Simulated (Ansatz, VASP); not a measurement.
# One calculation of TiCo, two programs

```xyz
2
Lattice="2.7721 0.0000 0.0000 0.0000 2.7721 0.0000 0.0000 0.0000 2.7721" Properties=species:S:1:pos:R:3 pbc="T T T"
Ti    0.0000    0.0000    0.0000
Co    1.3860    1.3860    1.3860
```

Change from the starting cell: volume scaled by 0.8, no spin polarisation, PAW files.

Alike in both runs: task single point; functional PBE; k mesh 13 × 13 × 13; occupations fermi-dirac, width 0.03 eV; no spin polarisation.

|  | VASP | Ansatz |
| --- | --- | --- |
| version | VASP 6.6.1 | Ansatz 0.2.0 |
| potentials or method | VASP PAW PBE potentials, release 64 (Ti_sv, Co) | PAW with Ansatz's default frozen-core files, scalar-relativistic |
| plane-wave cutoff (eV) | 520 | 420 |
| valence electrons in the cell | 21 | 29 |

Ansatz gave:

* pressure (GPa): 57.0

**Question.** What did VASP give for the same quantities?

**Answer.** Pressure (GPa): 55.6.

Both programs put the cell under a high pressure, so it lies far from rest at this level. VASP's potentials hold 21 valence electrons a cell and Ansatz's 29, so a difference there can come from the potentials and not from the codes.
